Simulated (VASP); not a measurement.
# ZrH4 (P6/mmm) in VASP: further runs

The runs below take ZrH4 through single point, with PBE.

Everything below comes from runs of VASP 6.6.1. Logs are shortened: lines on timing, memory, paths and dates and some standing lists are left out, and cuts for length are marked.

### Step 1. The cell of the first run

It takes space group P6/mmm (No. 191, hexagonal). The conventional cell has a = 3.207 Å, b = 3.207 Å, c = 4.099 Å, α = 90.00°, β = 90.00°, γ = 120.00°. Within 2.8 Å of Zr (site symmetry 6/mmm) lie 12 H at 2.13 Å. H (site symmetry 3m) has 5 H at 1.85 to 2.09 Å and 3 Zr at 2.13 Å within 2.5 Å.

The cell was built from a structure type or drawn by symmetry, and may not be a known phase.

### Step 2. Single point, PBE

INCAR

```
ALGO     = Normal         # electronic algorithm
EDIFF    = 1E-7           # SCF threshold, eV
ENCUT    = 520            # plane-wave cutoff, eV
GGA      = PE             # functional
ISIF     = 2              # what is computed and relaxed
ISMEAR   = 0              # smearing method
LASPH    = T              # aspherical terms in the spheres
LCHARG   = F              # write CHGCAR
LREAL    = F              # projectors in reciprocal space
LWAVE    = F              # write WAVECAR
NBANDS   = 16             # bands
NELM     = 80             # most SCF steps
PREC     = Accurate       # precision mode
SIGMA    = 0.1            # smearing width, eV
```

KPOINTS

```
k-points
0
Gamma
  6 6 4
```

POSCAR

```
ZrH4
1.0
    3.2073092039      0.0000000000      0.0000000000
   -1.6036546020      2.7776112484      0.0000000000
    0.0000000000      0.0000000000      4.0985277398
Zr H
1 4
Direct
    0.0000000000      0.0000000000      0.5000000000
    0.3333333333      0.6666666667      0.7551789603
    0.3333333333      0.6666666667      0.2448210397
    0.6666666667      0.3333333333      0.2448210397
    0.6666666667      0.3333333333      0.7551789603
```

Potentials or basis: VASP PAW PBE potentials, release 64 (Zr_sv, H).

Launch:

```sh
$ cat potpaw_PBE.64/Zr_sv/POTCAR potpaw_PBE.64/H/POTCAR > POTCAR
$ mpirun -np 1 vasp_std > vasp.out
```

OUTCAR:

```text
EDIFF = 1E-7
   ENCUT = 520
   GGA = PE
   ISIF = 2
   ISMEAR = 0
   LASPH = T
   LREAL = F
   NELM = 80
   PREC = Accurate

 ion  position               nearest neighbor table
   1  0.000  0.000  0.500-   2 2.13   3 2.13   4 2.13   5 2.13   4 2.13   5 2.13   2 2.13   3 2.13
                             4 2.13   5 2.13   2 2.13   3 2.13
   2  0.333  0.667  0.755-   1 2.13   1 2.13   1 2.13
   3  0.333  0.667  0.245-   1 2.13   1 2.13   1 2.13
   4  0.667  0.333  0.245-   1 2.13   1 2.13   1 2.13
   5  0.667  0.333  0.755-   1 2.13   1 2.13   1 2.13

  LATTYP: Found a hexagonal cell.
 ALAT       =     3.2073092039
 C/A-ratio  =     1.2778710998

  Lattice vectors:

 A1 = (   3.2073092039,   0.0000000000,   0.0000000000)
 A2 = (  -1.6036546020,   2.7776112484,   0.0000000000)
 A3 = (   0.0000000000,   0.0000000000,   4.0985277398)

Analysis of symmetry for initial positions (statically):
=====================================================================
 Subroutine PRICEL returns:
 Original cell was already a primitive cell.

 Routine SETGRP: Setting up the symmetry group for a
 hexagonal supercell.

 Subroutine GETGRP returns: Found 24 space group operations
 (whereof 24 operations were pure point group operations)
 out of a pool of 24 trial point group operations.

The static configuration has the point symmetry D_6h.

Analysis of symmetry for dynamics (positions and initial velocities):
=====================================================================
 Subroutine PRICEL returns:
 Original cell was already a primitive cell.

 Routine SETGRP: Setting up the symmetry group for a
 hexagonal supercell.

 Subroutine GETGRP returns: Found 24 space group operations
 (whereof 24 operations were pure point group operations)
 out of a pool of 24 trial point group operations.

The dynamic configuration has the point symmetry D_6h.

 Subroutine INISYM returns: Found 24 space group operations
 (whereof 24 operations are pure point group operations),
 and found     1 'primitive' translations

----------------------------------------------------------------------------------------

                                     Primitive cell

  volume of cell :      36.5124

  direct lattice vectors                    reciprocal lattice vectors
     3.207309204  0.000000000  0.000000000     0.311787837  0.180010792  0.000000000
    -1.603654602  2.777611248  0.000000000     0.000000000  0.360021584  0.000000000
     0.000000000  0.000000000  4.098527740     0.000000000  0.000000000  0.243990053

  length of vectors
     3.207309204  3.207309204  4.098527740     0.360021584  0.360021584  0.243990053

  position of ions in fractional coordinates (direct lattice)
     0.000000000  0.000000000  0.500000000
     0.333333333  0.666666667  0.755178960
     0.333333333  0.666666667  0.244821040
     0.666666667  0.333333333  0.244821040
     0.666666667  0.333333333  0.755178960

  ion indices of the primitive-cell ions
   primitive index   ion index
                 1           1
                 2           2
                 3           3
                 4           4
                 5           5

----------------------------------------------------------------------------------------

 KPOINTS: k-points

Automatic generation of k-mesh.
 Grid dimensions read from file:
 generate k-points for:    6    6    4

 Generating k-lattice:

  Cartesian coordinates                     Fractional coordinates (reciprocal lattice)
     0.051964640  0.030001799  0.000000000     0.166666667 -0.000000000  0.000000000
     0.000000000  0.060003597  0.000000000     0.000000000  0.166666667  0.000000000
     0.000000000  0.000000000  0.060997513     0.000000000  0.000000000  0.250000000

  Length of vectors
     0.060003597  0.060003597  0.060997513

  Shift w.r.t. Gamma in fractional coordinates (k-lattice)
     0.000000000  0.000000000  0.000000000

 Subroutine IBZKPT returns following result:
 ===========================================

 Found     21 irreducible k-points:

 Following reciprocal coordinates:
            Coordinates               Weight
  0.000000  0.000000  0.000000      1.000000
  0.166667  0.000000  0.000000      6.000000
  0.333333 -0.000000  0.000000      6.000000
  0.500000  0.000000  0.000000      3.000000
  0.166667  0.166667  0.000000      6.000000
  0.333333  0.166667  0.000000     12.000000
[... 13 lines left out ...]
  0.333333  0.166667  0.500000     12.000000
  0.333333  0.333333  0.500000      2.000000
   k-points           NKPTS =     21   k-points in BZ     NKDIM =     21   number of bands    NBANDS=     16
   number of dos      NEDOS =    301   number of ions     NIONS =      5
   total plane-waves  NPLWV =  17280
   dimension x,y,z NGX =    24 NGY =   24 NGZ =   30
   dimension x,y,z NGXF=    48 NGYF=   48 NGZF=   60
   ions per type =               1   4
   NGX,Y,Z   is equivalent  to a cutoff of  12.44, 12.44, 12.17 a.u.
   NGXF,Y,Z  is equivalent  to a cutoff of  24.88, 24.88, 24.34 a.u.
 SYSTEM =  unknown system
   PREC   = accura    normal or accurate (medium, high low for compatibility)
   ISTART =      0    job   : 0-new  1-cont  2-samecut
   ICHARG =      2    charge: 1-file 2-atom 10-const
   ISPIN  =      1    spin polarized calculation?
   LNONCOLLINEAR =      F non collinear calculations
   LSORBIT =      F    spin-orbit coupling
   LASPH  =      T    aspherical Exc in radial PAW
   ENCUT  =  520.0 eV  38.22 Ry    6.18 a.u.   5.96  5.96  7.62*2*pi/ulx,y,z
   NELM   =     80;   NELMIN=  2; NELMDL= -5     # of ELM steps
   EDIFF  = 0.1E-06   stopping-criterion for ELM
   LREAL  =      F    real-space projection
   EDIFFG = 0.1E-05   stopping-criterion for IOM
   NSW    =      0    number of steps for IOM
   IBRION =     -1    ionic relax: 0-MD 1-quasi-New 2-CG
   NFREE  =      0    steps in history (QN), initial steepest desc. (CG)
   ISIF   =      2    stress and relaxation
   ISYM   =      2    0-nonsym 1-usesym 2-fastsym
   POTIM  = 0.5000    time-step for ionic-motion
   TEBEG  =    0.0;   TEEND  =   0.0 temperature during run
   PSTRESS=    0.0 pullay stress
   NELECT =      16.0000    total number of electrons
   NUPDOWN=      -1.0000    fix difference up-down
   EMIN   =  10.00;   EMAX   =-10.00  energy-range for DOS
   EFERMI =   0.00;   METHOD = LEGACY
   ISMEAR =     0;   SIGMA  =   0.10  broadening in eV -4-tet -1-fermi 0-gaus
   EFERMI_NEDOS =   21; number of points for ismear=-14 and -15
   IALGO  =     38    algorithm
   IMIX   =      4    mixing-type and parameters
     AMIX     =   0.40;   BMIX     =  1.00
     AMIX_MAG =   1.60;   BMIX_MAG =  1.00
  volume/ion in A,a.u.               =       7.30        49.28
  Fermi-wavevector in a.u.,A,eV,Ry     =   1.243468  2.349815 21.037515  1.546214
  Thomas-Fermi vector in A             =   2.377778
   LORBIT       =      0    0 simple, 1 ext, 2 COOP (PROOUT), +10 PAW based schemes
   GGA     = PE    functional components
   LHFCALC =     F    Hartree Fock is set to
   AEXX    =    0.0000 exact exchange contribution
   IVDW    =     0    specifies the selected vdW correction
   LEPSILON=     F    determine dielectric tensor
   LRPA    =     F    only Hartree local field effects (RPA)
 non-spin polarized calculation
 Gauss-broadening in eV      SIGMA  =   0.10
  energy-cutoff  :      520.00
  volume of cell :       36.51
 maximum number of plane-waves:      1008
 NGX is ok and might be reduce to    24
   NGX = 11   NGY = 11   NGZ = 15

 number of electron      16.0000001 magnetization

 Free energy of the ion-electron system (eV)
  ---------------------------------------------------
  ext. energy  EPLUGINS =         0.00000000
  ---------------------------------------------------
  free energy    TOTEN  =       -22.28333172 eV

  energy without entropy =      -22.27788582  energy(sigma->0) =      -22.28060877

 E-fermi :   6.3227     XC(G=0): -10.6216

 val. band max:        6.2634468783   @ k =   0.3333   0.1667   0.0000
 cond. band min:       6.3652368362   @ k =   0.0000   0.0000   0.0000
 fundamental gap:      0.1017899579
 Fermi energy:         6.3227249620

 k-point     1 :       0.0000    0.0000    0.0000
  band No.  band energies     occupation
      1     -42.9665      2.00000
      2     -21.0439      2.00000
      3     -20.6380      2.00000
      4     -20.6380      2.00000
      5      -4.0097      2.00000
      6       2.3510      2.00000
[... 8 lines left out ...]
     15      20.6574      0.00000
     16      20.6574      0.00000

 k-point     2 :       0.1667    0.0000    0.0000
  band No.  band energies     occupation
      1     -42.9408      2.00000
      2     -21.0034      2.00000
      3     -20.8650      2.00000
      4     -20.6843      2.00000
      5      -3.3289      2.00000
      6       1.9973      2.00000
[... 8 lines left out ...]
     15      17.7959      0.00000
     16      18.4759      0.00000

 k-point     3 :       0.3333   -0.0000    0.0000
  band No.  band energies     occupation
      1     -42.8891      2.00000
      2     -21.2939      2.00000
      3     -20.9214      2.00000
      4     -20.7753      2.00000
      5      -1.7066      2.00000
      6       1.4608      2.00000
[... 8 lines left out ...]
     15      16.0304      0.00000
     16      16.5449      0.00000

 k-point     4 :       0.5000    0.0000    0.0000
  band No.  band energies     occupation
      1     -42.8629      2.00000
      2     -21.4974      2.00000
      3     -20.8798      2.00000
      4     -20.8200      2.00000
      5      -0.3386      2.00000
      6       0.3203      2.00000
[... 8 lines left out ...]
     15      14.6557      0.00000
     16      15.3022      0.00000

 k-point     5 :       0.1667    0.1667    0.0000
  band No.  band energies     occupation
      1     -42.9021      2.00000
      2     -21.1471      2.00000
      3     -20.9421      2.00000
      4     -20.7983      2.00000
      5      -2.1565      2.00000
      6       1.6714      2.00000
[... 8 lines left out ...]
     15      16.2935      0.00000
     16      17.6842      0.00000

 k-point     6 :       0.3333    0.1667    0.0000
  band No.  band energies     occupation
      1     -42.8630      2.00000
      2     -21.3884      2.00000
      3     -20.9412      2.00000
      4     -20.8800      2.00000
      5      -0.4953      2.00000
      6       0.7522      2.00000
[... 8 lines left out ...]
     15      14.5415      0.00000
     16      19.0958      0.00000
[... 210 lines left out ...]
 k-point    18 :       0.5000    0.0000    0.5000
  band No.  band energies     occupation
      1     -42.8614      2.00000
      2     -21.4881      2.00000
      3     -20.9173      2.00000
      4     -20.8172      2.00000
      5      -0.5917      2.00000
      6       0.4364      2.00000
[... 8 lines left out ...]
     15      16.5661      0.00000
     16      17.3669      0.00000

 k-point    19 :       0.1667    0.1667    0.5000
  band No.  band energies     occupation
      1     -42.9004      2.00000
      2     -21.1403      2.00000
      3     -20.9856      2.00000
      4     -20.7953      2.00000
      5      -0.7963      2.00000
      6      -0.5209      2.00000
[... 8 lines left out ...]
     15      16.9401      0.00000
     16      18.1108      0.00000

 k-point    20 :       0.3333    0.1667    0.5000
  band No.  band energies     occupation
      1     -42.8614      2.00000
      2     -21.3799      2.00000
      3     -20.9371      2.00000
      4     -20.9176      2.00000
      5      -0.3498      2.00000
      6       0.8264      2.00000
[... 8 lines left out ...]
     15      14.0954      0.00000
     16      19.6006      0.00000

 k-point    21 :       0.3333    0.3333    0.5000
  band No.  band energies     occupation
      1     -42.8484      2.00000
      2     -21.2260      2.00000
      3     -21.2260      2.00000
      4     -20.8950      2.00000
      5       0.8937      2.00000
      6       0.8937      2.00000
[... 8 lines left out ...]
     15      12.1672      0.00000
     16      20.7576      0.00000

------------------------ aborting loop because EDIFF is reached ----------------------------------------

  FORCE on cell =-STRESS in cart. coord.  units (eV):
  Direction    XX          YY          ZZ          XY          YZ          ZX
  --------------------------------------------------------------------------------------
  -------------------------------------------------------------------------------------
  Total       -0.0240954     -0.0240954      0.0054739      0.0000000      0.0000000     -0.0000000
  in kB       -1.0573175     -1.0573175      0.2401978      0.0000000      0.0000000     -0.0000000
  external PRESSURE =      -0.6248124 kB  Pullay stress =       0.0000000 kB

 VOLUME and BASIS-vectors are now :
 -----------------------------------------------------------------------------
  energy-cutoff  :      520.00
  volume of cell :       36.51
      direct lattice vectors                 reciprocal lattice vectors
     3.207309204  0.000000000  0.000000000     0.311787837  0.180010792  0.000000000
    -1.603654602  2.777611248  0.000000000     0.000000000  0.360021584  0.000000000
     0.000000000  0.000000000  4.098527740     0.000000000  0.000000000  0.243990053

 POSITION                                       TOTAL-FORCE (eV/Angst)
 -----------------------------------------------------------------------------------
      0.00000      0.00000      2.04926         0.000000      0.000000     -0.000000
     -0.00000      1.85174      3.09512         0.000000      0.000000      0.009164
     -0.00000      1.85174      1.00341        -0.000000     -0.000000     -0.009164
      1.60365      0.92587      1.00341         0.000000      0.000000     -0.009164
      1.60365      0.92587      3.09512        -0.000000      0.000000      0.009164
 -----------------------------------------------------------------------------------
    total drift:                               -0.000000      0.000000      0.000000

  FREE ENERGIE OF THE ION-ELECTRON SYSTEM (eV)
  ---------------------------------------------------
  free  energy   TOTEN  =       -22.2833317241 eV

  energy  without entropy=      -22.2778858204  energy(sigma->0) =      -22.28060877
```

Run time: 17 s. Hardware: 1 thread of Intel Xeon 8259CL, shared host; peak memory 0.15 GiB.

Results:

| Quantity | Value |
| --- | --- |
| Free energy | -22.2833 eV |
| Pressure | -0.1 GPa |
| Largest force | 0.009 eV/Å |
| Band gap on the k mesh | zero (bands 8 and 9 overlap by 0.94 eV) |

Forces on the atoms (eV/Å):
```
Zr   0.000  0.000  0.000
H    0.000  0.000  0.009
H    0.000  0.000 -0.009
H    0.000  0.000 -0.009
H    0.000  0.000  0.009
```

Caveat: the k points lie up to 0.38 Å⁻¹ apart, too coarse for converged energies and pressures of a metal.

### Step 3. Single point, PBE

This run uses another cell than the first one, of 10.85 Å³/atom.

INCAR

```
PREC     = Accurate       # precision mode
ENCUT    = 520            # plane-wave cutoff, eV
EDIFF    = 1E-6           # SCF threshold, eV
ISMEAR   = 0              # smearing method
SIGMA    = 0.1            # smearing width, eV
LREAL    = F              # projectors in reciprocal space
LASPH    = T              # aspherical terms in the spheres
NELM     = 100            # most SCF steps
ALGO     = Normal         # electronic algorithm
ISIF     = 2              # what is computed and relaxed
LWAVE    = F              # write WAVECAR
LCHARG   = F              # write CHGCAR
GGA      = PE             # functional
NBANDS   = 16             # bands
```

KPOINTS

```
regular mesh
0
Gamma
  6 6 4
```

POSCAR

```
ZrH4
1.0
    3.0863891000      0.0000000000      0.0000000000
   -1.5431945500      2.6728913600      0.0000000000
    0.0000000000      0.0000000000      6.5779407700
Zr H
1 4
Direct
    0.0000000000      0.0000000000      0.5000000000
    0.3333333300      0.6666666700      0.8149319200
    0.3333333300      0.6666666700      0.1850680800
    0.6666666700      0.3333333300      0.1850680800
    0.6666666700      0.3333333300      0.8149319200
```

Potentials or basis: VASP PAW PBE potentials, release 64 (Zr_sv, H).

Launch:

```sh
$ cat potpaw_PBE.64/Zr_sv/POTCAR potpaw_PBE.64/H/POTCAR > POTCAR
$ mpirun -np 1 vasp_std > vasp.out
```

Wall time 24 s (1 thread of Intel Xeon 8259CL, shared host); peak memory 0.17 GiB.

The run converged. Its results:

```yaml
Free_energy: -18.1412 eV
Pressure: -16.3 GPa
Largest_force: 1.239 eV/Å
Band_gap_on_the_k_mesh: zero (bands 8 and 9 overlap by 1.12 eV)
```

Forces in eV/Å, atoms in the order of the input:
```
Zr   0.000  0.000  0.000
H    0.000  0.000 -1.239
H    0.000  0.000  1.239
H    0.000  0.000  1.239
H    0.000  0.000 -1.239
```

Stress tensor (GPa, compression positive):
```
 -7.83   0.00   0.00
  0.00  -7.83   0.00
  0.00   0.00 -33.38
```

Levels at points of the mesh, in eV from the Fermi level:
| k point | band 6 | band 7 | band 8 | band 9 | band 10 | band 11 |
| --- | --- | --- | --- | --- | --- | --- |
| (0.00, 0.00, 0.00) | -6.13 | -3.22 | 0.80 | 0.80 | 2.06 | 3.34 |
| (0.50, 0.00, 0.00) | -4.11 | -3.38 | -0.87 | -0.32 | 2.08 | 2.31 |
| (0.00, 0.00, 0.50) | -7.21 | -2.78 | 0.80 | 0.80 | 3.33 | 3.33 |
| (0.50, 0.00, 0.50) | -3.20 | -3.17 | -1.39 | -0.23 | 0.98 | 2.30 |

Caveat: the k points lie up to 0.39 Å⁻¹ apart, too coarse for converged energies and pressures of a metal; forces of over 1 eV/Å act on the atoms, so gaps and moduli don't describe the material at rest.
